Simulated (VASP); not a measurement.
# InH3 (Pm-3m) in VASP: further runs, part 2 of 2

VASP 6.6.1. The steps go on from the part before.

**3. Single point, PBE**

This run uses another cell than the first one, of 8.90 Å³/atom, 0.858 times its volume.

File INCAR:

```
PREC = Accurate
ENCUT = 520
EDIFF = 1E-6
ISMEAR = 0
SIGMA = 0.1
LREAL = F
LASPH = T
NELM = 80
ALGO = Normal
ISIF = 2
LWAVE = F
LCHARG = T
GGA = PE
LELF = T
LVHAR = T
NBANDS = 16
```

File KPOINTS:

```
regular mesh
0
Gamma
  14 14 14
```

File POSCAR:

```
InH3
1.0
    3.2890419996      0.0000000000      0.0000000000
    0.0000000000      3.2890419996      0.0000000000
    0.0000000000      0.0000000000      3.2890419996
In H
1 3
Direct
    0.0000000000      0.0000000000      0.0000000000
    0.0000000000      0.5000000000      0.5000000000
    0.5000000000      0.0000000000      0.5000000000
    0.5000000000      0.5000000000      0.0000000000
```

Potentials or basis: VASP PAW PBE potentials, release 64 (In_d, H).

The run is started by

```
$ cat potpaw_PBE.64/In_d/POTCAR potpaw_PBE.64/H/POTCAR > POTCAR
$ mpirun -np 1 vasp_std > vasp.out
```

OUTCAR:

```text
PREC = Accurate
   ENCUT = 520
   EDIFF = 1E-6
   ISMEAR = 0
   LREAL = F
   LASPH = T
   NELM = 80
   ISIF = 2
   GGA = PE

 ion  position               nearest neighbor table
   1  0.000  0.000  0.000-   2 2.33   3 2.33   4 2.33   2 2.33   3 2.33   2 2.33   4 2.33   2 2.33
                             3 2.33   4 2.33   3 2.33   4 2.33
   2  0.000  0.500  0.500-   1 2.33   1 2.33   1 2.33   1 2.33
   3  0.500  0.000  0.500-   1 2.33   1 2.33   1 2.33   1 2.33
   4  0.500  0.500  0.000-   1 2.33   1 2.33   1 2.33   1 2.33

  LATTYP: Found a simple cubic cell.
 ALAT       =     3.2890419996

  Lattice vectors:

 A1 = (   3.2890419996,   0.0000000000,   0.0000000000)
 A2 = (   0.0000000000,   3.2890419996,   0.0000000000)
 A3 = (   0.0000000000,   0.0000000000,   3.2890419996)

Analysis of symmetry for initial positions (statically):
=====================================================================
 Subroutine PRICEL returns:
 Original cell was already a primitive cell.

 Routine SETGRP: Setting up the symmetry group for a
 simple cubic supercell.

[... 171 lines left out ...]

 val. band max:        5.3157080630   @ k =   0.5000   0.2143   0.0714
 cond. band min:       5.3175801452   @ k =   0.4286   0.3571   0.3571
 fundamental gap:      0.0018720822
 Fermi energy:         5.3169347275

 k-point     1 :       0.0000    0.0000    0.0000
  band No.  band energies     occupation
      1      -9.2519      2.00000
      2      -9.2519      2.00000
      3      -8.7908      2.00000
      4      -8.7908      2.00000
      5      -8.7908      2.00000
      6      -5.4353      2.00000
[... 433 lines left out ...]
      3      -8.9212      2.00000
      4      -8.8865      2.00000
      5      -8.8296      2.00000
      6      -2.9320      2.00000
[... 8 lines left out ...]
     15      19.4912      0.00000
     16      21.7729      0.00000

 [... further k-points ...]

------------------------ aborting loop because EDIFF is reached ----------------------------------------

  FORCE on cell =-STRESS in cart. coord.  units (eV):
  Direction    XX          YY          ZZ          XY          YZ          ZX
  --------------------------------------------------------------------------------------
  -------------------------------------------------------------------------------------
  Total       -0.0415895     -0.0415895     -0.0415895     -0.0000000     -0.0000000      0.0000000
  in kB       -1.8727778     -1.8727778     -1.8727778     -0.0000000     -0.0000000      0.0000000
  external PRESSURE =      -1.8727778 kB  Pullay stress =       0.0000000 kB

 VOLUME and BASIS-vectors are now :
 -----------------------------------------------------------------------------
  energy-cutoff  :      520.00
  volume of cell :       35.58
      direct lattice vectors                 reciprocal lattice vectors
     3.289042000  0.000000000  0.000000000     0.304039900  0.000000000  0.000000000
     0.000000000  3.289042000  0.000000000     0.000000000  0.304039900  0.000000000
     0.000000000  0.000000000  3.289042000     0.000000000  0.000000000  0.304039900

 POSITION                                       TOTAL-FORCE (eV/Angst)
 -----------------------------------------------------------------------------------
      0.00000      0.00000      0.00000         0.000000      0.000000      0.000000
      0.00000      1.64452      1.64452         0.000000      0.000000      0.000000
      1.64452      0.00000      1.64452         0.000000      0.000000      0.000000
      1.64452      1.64452      0.00000         0.000000      0.000000      0.000000
 -----------------------------------------------------------------------------------
    total drift:                                0.000000      0.000000      0.000000

  FREE ENERGIE OF THE ION-ELECTRON SYSTEM (eV)
  ---------------------------------------------------
  free  energy   TOTEN  =        -9.3551250272 eV

  energy  without entropy=       -9.3497442280  energy(sigma->0) =       -9.35243463
```

Wall time 15 s (1 thread of Intel Xeon 6975P-C (Granite Rapids), shared host); peak memory 0.18 GiB.

Results:

```
Free energy            : -9.3551 eV
Pressure               : -0.2 GPa
Band gap on the k mesh : zero (band 8 reaches 6.24 eV, above the bottom of band 9 at 2.86 eV)
```

Caveat: spin-orbit coupling is left out, which moves the levels of the heavy elements.

**4. Relaxation of cell and atoms, PBE**

This run uses another cell than the first one, of 8.92 Å³/atom, 0.861 times its volume.

File INCAR:

```
SYSTEM = InH3
  PREC = Accurate
  ENCUT = 600
  EDIFF = 1E-6
  ISMEAR = 0
  SIGMA = 0.1
  LREAL = .FALSE.
  LASPH = .TRUE.
  NELM = 100
  ALGO = Normal
  ISIF = 3
  LWAVE = .FALSE.
  LCHARG = .FALSE.
  GGA = PE
  IBRION = 2
  NSW = 100
  EDIFFG = -0.01
```

File KPOINTS:

```
regular mesh
0
G
  14 14 14
  0 0 0
```

File POSCAR:

```
InH3
1.0
    3.2925280347      0.0000000000      0.0000000000
    0.0000000000      3.2925280347      0.0000000000
    0.0000000000      0.0000000000      3.2925280347
In H
1 3
Direct
    0.0000000000      0.0000000000      0.0000000000
    0.0000000000      0.5000000000      0.5000000000
    0.5000000000      0.0000000000      0.5000000000
    0.5000000000      0.5000000000      0.0000000000
```

The run is started by

```
$ cat potpaw_PBE.64/In_d/POTCAR potpaw_PBE.64/H/POTCAR > POTCAR
$ mpirun -np 1 vasp_std > vasp.out
```

It took 48 s on 1 thread of Intel Xeon Platinum 8488C (Sapphire Rapids), shared host; peak memory 0.21 GiB.

Results (log left out):

| Item | Value |
| --- | --- |
| Free energy | -9.3561 eV |
| Relaxed volume | 8.90 Å³/atom |
| Relaxed cell | a = 3.290 Å, b = 3.290 Å, c = 3.290 Å, α = 90.00°, β = 90.00°, γ = 90.00° |
| Space group after relaxing (to 0.05 Å) | Pm-3m (No. 221) |
| Energy gained by relaxing | 0.0 meV/atom |
| Ionic steps | 2 |
| Pressure after relaxing | -0.1 GPa |
| Band gap on the k mesh | zero (band 8 reaches 6.24 eV, above the bottom of band 9 at 2.85 eV) |

Final structure:
```yaml
crystal:
  lattice:
    - [3.28980, 0.00000, 0.00000]
    - [0.00000, 3.28980, 0.00000]
    - [0.00000, 0.00000, 3.28980]
  atoms:
    - { symbol: In, position: [0.00000, 0.00000, 0.00000] }
    - { symbol: H, position: [0.00000, 0.50000, 0.50000] }
    - { symbol: H, position: [0.50000, 0.00000, 0.50000] }
    - { symbol: H, position: [0.50000, 0.50000, 0.00000] }
```

Levels at points of the mesh, in eV from the Fermi level:
```
           k point  band 4  band 5  band 6  band 7  band 8  band 9  band 10  band 11  band 12
(0.00, 0.00, 0.00)  -14.11  -14.11  -10.75    0.76    0.76    4.86     4.86     4.86     5.29
(0.50, 0.00, 0.00)  -14.23  -14.10   -7.20   -7.03    0.93    4.56     7.55     7.55     9.70
(0.50, 0.50, 0.00)  -14.21  -13.99   -4.48   -4.48   -2.84   -2.46     7.43     7.43    10.62
(0.50, 0.50, 0.50)  -13.98  -13.98   -1.50   -1.50   -1.50    0.69     0.80     0.80     0.80
```

Caveat: spin-orbit coupling is left out, which moves the levels of the heavy elements.

**5. Summary**

| task | cell | k mesh | cutoff (eV) | gap on the mesh (eV) | pressure (GPa) | relaxed volume (Å³/atom) |
| --- | --- | --- | --- | --- | --- | --- |
| relaxation of cell and atoms | relaxed from a = 3.461 Å, 4 atoms | 6 × 6 × 6 | 600 | none | 0.2 | 8.87 |
| single point | a = 3.289 Å, 4 atoms | 14 × 14 × 14 | 520 | none | -0.2 | - |
| relaxation of cell and atoms | relaxed from a = 3.293 Å, 4 atoms | 14 × 14 × 14 | 600 | none | -0.1 | 8.90 |

Alike in all rows: level PBE; potentials or basis VASP PAW PBE potentials, release 64 (In_d, H); no spin polarisation; smearing gaussian 0.1 eV.

Caveats: spin-orbit coupling is left out, which moves the levels of the heavy elements.

Total energies depend on the potentials used, so only differences within one code and one set of settings carry meaning.
